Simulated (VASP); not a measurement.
# NaCl in VASP: notebook, part 2 of 2

VASP 6.6.1. The steps go on from the part before.

## Step 3: Single point, PBE (strain -2.5%)

Input file INCAR:

```
SYSTEM = NaCl
  ALGO = Normal
  EDIFF = 1E-6
  ENCUT = 500
  GGA = PE
  GGA_COMPAT = .FALSE.
  ISIF = 2
  ISMEAR = -1
  LASPH = .TRUE.
  LCHARG = .FALSE.
  LREAL = .FALSE.
  LWAVE = .FALSE.
  NBANDS = 14
  NELM = 120
  PREC = Accurate
  SIGMA = 0.02
```

Input file KPOINTS:

```
k-points
0
G
  8 8 8
  0 0 0
```

Input file POSCAR:

```
NaCl
1.0
    0.0000000000      3.0100910318      3.0100910318
    3.0100910318      0.0000000000      3.0100910318
    3.0100910318      3.0100910318      0.0000000000
Na Cl
1 1
Direct
    0.0000000000      0.0000000000      0.0000000000
    0.2500000000      0.2500000000      0.2500000000
```

Potentials or basis: VASP PAW PBE potentials, release 64 (Na_pv, Cl).

Command:

```sh
$ cat potpaw_PBE.64/Na_pv/POTCAR potpaw_PBE.64/Cl/POTCAR > POTCAR
$ mpirun -np 1 vasp_std > vasp.out
```

OUTCAR:

```text
SYSTEM = NaCl
   EDIFF = 1E-6
   ENCUT = 500
   GGA = PE
   ISIF = 2
   ISMEAR = -1
   LASPH = .TRUE.
   LREAL = .FALSE.
   NELM = 120
   PREC = Accurate

 ion  position               nearest neighbor table
   1  0.000  0.000  0.000-   2 2.61   2 2.61   2 2.61   2 2.61
   2  0.250  0.250  0.250-   1 2.61   1 2.61   1 2.61   1 2.61

  LATTYP: Found a face centered cubic cell.
 ALAT       =     6.0201820636

  Lattice vectors:

 A1 = (   0.0000000000,   3.0100910318,   3.0100910318)
 A2 = (   3.0100910318,   0.0000000000,   3.0100910318)
 A3 = (   3.0100910318,   3.0100910318,   0.0000000000)

Analysis of symmetry for initial positions (statically):
=====================================================================
 Subroutine PRICEL returns:
 Original cell was already a primitive cell.

 Routine SETGRP: Setting up the symmetry group for a
 face centered cubic supercell.

 Subroutine GETGRP returns: Found 24 space group operations
 (whereof 24 operations were pure point group operations)
 out of a pool of 48 trial point group operations.

The static configuration has the point symmetry T_d .

Analysis of symmetry for dynamics (positions and initial velocities):
=====================================================================
 Subroutine PRICEL returns:
 Original cell was already a primitive cell.

 Routine SETGRP: Setting up the symmetry group for a
 face centered cubic supercell.

 Subroutine GETGRP returns: Found 24 space group operations
 (whereof 24 operations were pure point group operations)
 out of a pool of 48 trial point group operations.

The dynamic configuration has the point symmetry T_d .

 Subroutine INISYM returns: Found 24 space group operations
 (whereof 24 operations are pure point group operations),
 and found     1 'primitive' translations

----------------------------------------------------------------------------------------

                                     Primitive cell

  volume of cell :      54.5468

  direct lattice vectors                    reciprocal lattice vectors
     0.000000000  3.010091032  3.010091032    -0.166107933  0.166107933  0.166107933
     3.010091032  0.000000000  3.010091032     0.166107933 -0.166107933  0.166107933
     3.010091032  3.010091032  0.000000000     0.166107933  0.166107933 -0.166107933

  length of vectors
     4.256911561  4.256911561  4.256911561     0.287707380  0.287707380  0.287707380

  position of ions in fractional coordinates (direct lattice)
     0.000000000  0.000000000  0.000000000
     0.250000000  0.250000000  0.250000000

  ion indices of the primitive-cell ions
   primitive index   ion index
                 1           1
                 2           2

----------------------------------------------------------------------------------------

 KPOINTS: k-points

Automatic generation of k-mesh.
 Grid dimensions read from file:
 generate k-points for:    8    8    8

 Generating k-lattice:

  Cartesian coordinates                     Fractional coordinates (reciprocal lattice)
    -0.020763492  0.020763492  0.020763492     0.125000000  0.000000000  0.000000000
     0.020763492 -0.020763492  0.020763492     0.000000000  0.125000000  0.000000000
     0.020763492  0.020763492 -0.020763492     0.000000000  0.000000000  0.125000000

  Length of vectors
     0.035963422  0.035963422  0.035963422

  Shift w.r.t. Gamma in fractional coordinates (k-lattice)
     0.000000000  0.000000000  0.000000000

 Subroutine IBZKPT returns following result:
 ===========================================

 Found     29 irreducible k-points:

 Following reciprocal coordinates:
            Coordinates               Weight
  0.000000  0.000000  0.000000      1.000000
  0.125000  0.000000  0.000000      8.000000
  0.250000  0.000000  0.000000      8.000000
  0.375000  0.000000  0.000000      8.000000
  0.500000  0.000000  0.000000      4.000000
  0.125000  0.125000  0.000000      6.000000
[... 16 lines left out ...]
  0.500000  0.250000  0.125000     48.000000
 -0.375000  0.250000  0.125000     24.000000
 [... further k-points ...]
   k-points           NKPTS =     29   k-points in BZ     NKDIM =     29   number of bands    NBANDS=     14
   number of dos      NEDOS =    301   number of ions     NIONS =      2
   total plane-waves  NPLWV =  32768
   dimension x,y,z NGX =    32 NGY =   32 NGZ =   32
   dimension x,y,z NGXF=    64 NGYF=   64 NGZF=   64
   ions per type =               1   1
   NGX,Y,Z   is equivalent  to a cutoff of  12.50, 12.50, 12.50 a.u.
   NGXF,Y,Z  is equivalent  to a cutoff of  24.99, 24.99, 24.99 a.u.
 SYSTEM =  NaCl
   PREC   = accura    normal or accurate (medium, high low for compatibility)
   ISTART =      0    job   : 0-new  1-cont  2-samecut
   ICHARG =      2    charge: 1-file 2-atom 10-const
   ISPIN  =      1    spin polarized calculation?
   LNONCOLLINEAR =      F non collinear calculations
   LSORBIT =      F    spin-orbit coupling
   LASPH  =      T    aspherical Exc in radial PAW
   ENCUT  =  500.0 eV  36.75 Ry    6.06 a.u.   7.76  7.76  7.76*2*pi/ulx,y,z
   NELM   =    120;   NELMIN=  2; NELMDL= -5     # of ELM steps
   EDIFF  = 0.1E-05   stopping-criterion for ELM
   LREAL  =      F    real-space projection
[... 7 lines left out ...]
   TEBEG  =    0.0;   TEEND  =   0.0 temperature during run
   PSTRESS=    0.0 pullay stress
   NELECT =      14.0000    total number of electrons
   NUPDOWN=      -1.0000    fix difference up-down
   EMIN   =  10.00;   EMAX   =-10.00  energy-range for DOS
   EFERMI =   0.00;   METHOD = LEGACY
   ISMEAR =    -1;   SIGMA  =   0.02  broadening in eV -4-tet -1-fermi 0-gaus
   EFERMI_NEDOS =   21; number of points for ismear=-14 and -15
   IALGO  =     38    algorithm
   IMIX   =      4    mixing-type and parameters
     AMIX     =   0.40;   BMIX     =  1.00
     AMIX_MAG =   1.60;   BMIX_MAG =  1.00
  volume/ion in A,a.u.               =      27.27       184.05
  Fermi-wavevector in a.u.,A,eV,Ry     =   1.040386  1.966045 14.726991  1.082403
  Thomas-Fermi vector in A             =   2.174959
   LORBIT       =      0    0 simple, 1 ext, 2 COOP (PROOUT), +10 PAW based schemes
   GGA     = PE    functional components
   LHFCALC =     F    Hartree Fock is set to
   AEXX    =    0.0000 exact exchange contribution
   IVDW    =     0    specifies the selected vdW correction
   LEPSILON=     F    determine dielectric tensor
   LRPA    =     F    only Hartree local field effects (RPA)
 non-spin polarized calculation
  energy-cutoff  :      500.00
  volume of cell :       54.55
 maximum number of plane-waves:      1411
   NGX = 15   NGY = 15   NGZ = 15

 number of electron      13.9999996 magnetization

 Free energy of the ion-electron system (eV)
  ---------------------------------------------------
  ext. energy  EPLUGINS =         0.00000000
  ---------------------------------------------------
  free energy    TOTEN  =        -6.59550497 eV

  energy without entropy =       -6.59550497  energy(sigma->0) =       -6.59550497

 E-fermi :  -1.5699     XC(G=0):  -7.1437

 val. band max:       -2.0914407522   @ k =   0.0000   0.0000   0.0000
 cond. band min:       3.0383200960   @ k =   0.0000   0.0000   0.0000
 fundamental gap:      5.1297608482
 Fermi energy:        -1.5698599990

 k-point     1 :       0.0000    0.0000    0.0000
  band No.  band energies     occupation
      1     -22.5097      2.00000
      2     -22.5097      2.00000
      3     -22.5097      2.00000
      4     -14.3025      2.00000
      5      -2.0914      2.00000
      6      -2.0914      2.00000
      7      -2.0914      2.00000
      8       3.0383      0.00000
      9       9.3755      0.00000
     10       9.3755      0.00000
     11       9.3755      0.00000
     12      11.1229      0.00000
     13      11.1229      0.00000
     14      13.8455      0.00000
[... 375 lines left out ...]
 k-point    24 :      -0.3750    0.2500    0.1250
  band No.  band energies     occupation
      1     -22.5297      2.00000
      2     -22.5159      2.00000
      3     -22.5132      2.00000
      4     -14.0871      2.00000
      5      -3.1046      2.00000
      6      -2.5254      2.00000
      7      -2.2838      2.00000
      8       6.3939      0.00000
      9       6.6412      0.00000
     10       8.4232      0.00000
     11       9.3586      0.00000
     12      11.7702      0.00000
     13      12.6604      0.00000
     14      13.6142      0.00000

 [... further k-points ...]

------------------------ aborting loop because EDIFF is reached ----------------------------------------

  FORCE on cell =-STRESS in cart. coord.  units (eV):
  Direction    XX          YY          ZZ          XY          YZ          ZX
  --------------------------------------------------------------------------------------
  -------------------------------------------------------------------------------------
  Total        0.8366522      0.8366522      0.8366522      0.0000000     -0.0000000      0.0000000
  in kB       24.5746105     24.5746105     24.5746105      0.0000000     -0.0000000      0.0000000
  external PRESSURE =      24.5746105 kB  Pullay stress =       0.0000000 kB

 VOLUME and BASIS-vectors are now :
 -----------------------------------------------------------------------------
  energy-cutoff  :      500.00
  volume of cell :       54.55
      direct lattice vectors                 reciprocal lattice vectors
     0.000000000  3.010091032  3.010091032    -0.166107933  0.166107933  0.166107933
     3.010091032  0.000000000  3.010091032     0.166107933 -0.166107933  0.166107933
     3.010091032  3.010091032  0.000000000     0.166107933  0.166107933 -0.166107933

 POSITION                                       TOTAL-FORCE (eV/Angst)
 -----------------------------------------------------------------------------------
      0.00000      0.00000      0.00000         0.000000      0.000000      0.000000
      1.50505      1.50505      1.50505        -0.000000     -0.000000     -0.000000
 -----------------------------------------------------------------------------------
    total drift:                                0.000000      0.000000      0.000000

  FREE ENERGIE OF THE ION-ELECTRON SYSTEM (eV)
  ---------------------------------------------------
  free  energy   TOTEN  =        -6.5955049661 eV

  energy  without entropy=       -6.5955049661  energy(sigma->0) =       -6.59550497
```

stdout:

```text
POSCAR found type information on POSCAR NaCl
 POSCAR found :  2 types and       2 ions
 scaLAPACK will be used
 LDA part: xc-table for (Slater+PW92), standard interpolation
 POSCAR, INCAR and KPOINTS ok, starting setup
 FFT: planning ... GRIDC
 FFT: planning ... GRID_SOFT
 FFT: planning ... GRID
 WAVECAR not read
 entering main loop
```

Run time: 29 s. Hardware: 1 thread of Intel Xeon 8259CL, shared host; peak memory 0.17 GiB.

What came out:

- Free energy: -6.5955 eV
- Pressure: 2.5 GPa
- Band gap on the k mesh: 5.13 eV

Caveat: the cell differs from its parent crystal (strain -2.5%).

## Step 4: Single point, PBE

Input file INCAR:

```
  PREC = Accurate
  ENCUT = 500
  EDIFF = 1E-6
  ISMEAR = -1
  SIGMA = 0.02
  LREAL = F
  LASPH = T
  NELM = 120
  ALGO = Normal
  ISIF = 2
  LWAVE = F
  LCHARG = T
  GGA = PE
  LELF = T
  LVHAR = T
  NBANDS = 14
  GGA_COMPAT = F
```

Input file KPOINTS:

```
regular mesh
0
Gamma
  8 8 8
```

Input file POSCAR:

```
NaCl
1.0
    0.0000000000      3.0872728532      3.0872728532
    3.0872728532      0.0000000000      3.0872728532
    3.0872728532      3.0872728532      0.0000000000
Na Cl
1 1
Direct
    0.0000000000      0.0000000000      0.0000000000
    0.2500000000      0.2500000000      0.2500000000
```

Command:

```sh
$ cat potpaw_PBE.64/Na_pv/POTCAR potpaw_PBE.64/Cl/POTCAR > POTCAR
$ mpirun -np 1 vasp_std > vasp.out
```

Wall time 35 s (1 thread of Intel Xeon 8259CL, shared host); peak memory 0.17 GiB.

The run converged. Its results:

```yaml
Free_energy: -6.6377 eV
Pressure: 0.7 GPa
Band_gap_on_the_k_mesh: 4.94 eV
```

Levels at points of the mesh, in eV from the valence-band top:
```csv
k point,band 5,band 6,band 7,band 8,band 9,band 10
"(0.00, 0.00, 0.00)",0.00,0.00,0.00,4.94,11.22,11.22
"(0.50, 0.00, 0.00)",-1.06,-0.09,-0.09,7.58,8.92,10.66
"(0.50, 0.50, 0.00)",-0.97,-0.30,-0.30,7.04,9.07,10.61
```

## Step 5: Single point, r2SCAN (strain -2.5%)

Input file POSCAR:

```
NaCl
1.0
    0.0000000000      3.0100910318      3.0100910318
    3.0100910318      0.0000000000      3.0100910318
    3.0100910318      3.0100910318      0.0000000000
Na Cl
1 1
Direct
    0.0000000000      0.0000000000      0.0000000000
    0.2500000000      0.2500000000      0.2500000000
```

Input file INCAR.step1:

```
  ALGO = Normal
  EDIFF = 1E-5
  ENCUT = 550
  GGA = PE
  GGA_COMPAT = F
  ISMEAR = 0
  LASPH = T
  LCHARG = F
  LREAL = F
  LWAVE = T
  NBANDS = 14
  NELM = 120
  PREC = Accurate
  SIGMA = 0.01
```

Input file INCAR.step2:

```
  ALGO = Normal
  EDIFF = 1E-6
  ENCUT = 550
  GGA_COMPAT = F
  ISIF = 2
  ISMEAR = 0
  ISTART = 1
  LASPH = T
  LCHARG = F
  LMIXTAU = T
  LREAL = F
  LWAVE = F
  METAGGA = R2SCAN
  NBANDS = 14
  NELM = 120
  PREC = Accurate
  SIGMA = 0.01
```

Input file KPOINTS:

```
k-points
0
Gamma
  8 8 8
```

Command:

```sh
$ cat potpaw_PBE.64/Na_pv/POTCAR potpaw_PBE.64/Cl/POTCAR > POTCAR
$ cp INCAR.step1 INCAR
$ mpirun -np 1 vasp_std > vasp.out
$ cp INCAR.step2 INCAR
$ mpirun -np 1 vasp_std > vasp.out
```

Run time: 2.9 min. Hardware: 1 thread of Intel Xeon 8259CL, shared host; peak memory 0.21 GiB.

It converged, with:

| Property | Result |
| --- | --- |
| Free energy | -13.5441 eV |
| Pressure | 1.6 GPa |
| Band gap on the k mesh | 5.75 eV |

Levels at points of the mesh, in eV from the valence-band top:
| k point | band 3 | band 4 | band 5 | band 6 | band 7 | band 8 | band 9 | band 10 | band 11 | band 12 |
| --- | --- | --- | --- | --- | --- | --- | --- | --- | --- | --- |
| (0.00, 0.00, 0.00) | -21.11 | -12.76 | 0.00 | 0.00 | 0.00 | 5.75 | 12.31 | 12.31 | 12.31 | 13.93 |
| (0.50, 0.00, 0.00) | -21.11 | -12.57 | -1.18 | -0.10 | -0.10 | 8.57 | 9.83 | 11.53 | 11.53 | 15.74 |
| (0.50, 0.50, 0.00) | -21.11 | -12.51 | -1.07 | -0.33 | -0.33 | 7.53 | 9.92 | 12.21 | 14.62 | 14.62 |

Caveat: the cell differs from its parent crystal (strain -2.5%); the PAW data sets were made with another functional, which shifts forces and pressure a little. A k mesh can miss the band edges.

## Step 6: The runs side by side

| level | cell | k mesh | cutoff (eV) | smearing | gap on the mesh (eV) | pressure (GPa) |
| --- | --- | --- | --- | --- | --- | --- |
| PBE | a = 4.366, b = 4.366, c = 4.311 Å, angles 60.4, 60.4, 60.8°, 2 atoms, atomic positions A | 4 × 4 × 4 | 500 | gaussian 0.01 eV | 4.91 | 0.7 |
| PBE | a = 4.257 Å, angles 60.0°, 2 atoms, atomic positions B | 8 × 8 × 8 | 500 | fermi-dirac 0.02 eV | 5.13 | 2.5 |
| PBE | a = 4.366 Å, angles 60.0°, 2 atoms, atomic positions B | 8 × 8 × 8 | 500 | fermi-dirac 0.02 eV | 4.94 | 0.7 |
| r2SCAN | a = 4.257 Å, angles 60.0°, 2 atoms, atomic positions B | 8 × 8 × 8 | 550 | gaussian 0.01 eV | 5.75 | 1.6 |

Alike in all rows: task single point; potentials or basis VASP PAW PBE potentials, release 64 (Na_pv, Cl); no spin polarisation.

Caveats: some runs use coarse meshes; the PAW data sets were made with another functional, which shifts forces and pressure a little (at least some runs).

Total energies depend on the potentials used, so only differences within one code and one set of settings carry meaning.
